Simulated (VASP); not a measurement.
C, 1 atom in the cell. It takes space group Pm-3m (No. 221, cubic). Conventional cell: a = 1.776 Å, b = 1.776 Å, c = 1.776 Å, α = 90.00°, β = 90.00°, γ = 90.00°. C (site symmetry m-3m) has 6 C at 1.78 Å within 2.4 Å. 

- Program: VASP 6.6.1
- Task: density of states
- Functional: PBE
- Potentials or basis: VASP PAW PBE potentials, release 64 (C)
- Cutoff: 520 eV
- k mesh: 20 × 20 × 20
- Occupations: fermi-dirac, width 0.08 eV
- Spin: no spin polarisation
- Dipole correction: no
- k mesh for the DOS: 30 × 30 × 30
- Occupations for the DOS: tetrahedron
- Further INCAR settings: ALGO = Normal; EDIFF = 1e-06

Potentials or basis: VASP PAW PBE potentials, release 64 (C).

The run is started by

```sh
$ cat potpaw_PBE.64/C/POTCAR > POTCAR
$ cp INCAR.step1 INCAR
$ cp KPOINTS.step1 KPOINTS
$ mpirun -np 1 vasp_std > vasp.out
$ cp INCAR.step2 INCAR
$ cp KPOINTS.step2 KPOINTS
$ mpirun -np 1 vasp_std > vasp.out
```

Hardware: 1 thread of Intel(R) Xeon(R) 6975P-C (Granite Rapids), on a shared host.

Question: How long does it take, and how much memory?

Answer: It took 20 s on 1 thread of Intel(R) Xeon(R) 6975P-C (Granite Rapids), with other jobs on the host, peak memory 0.13 GiB. Counts: k points 816.
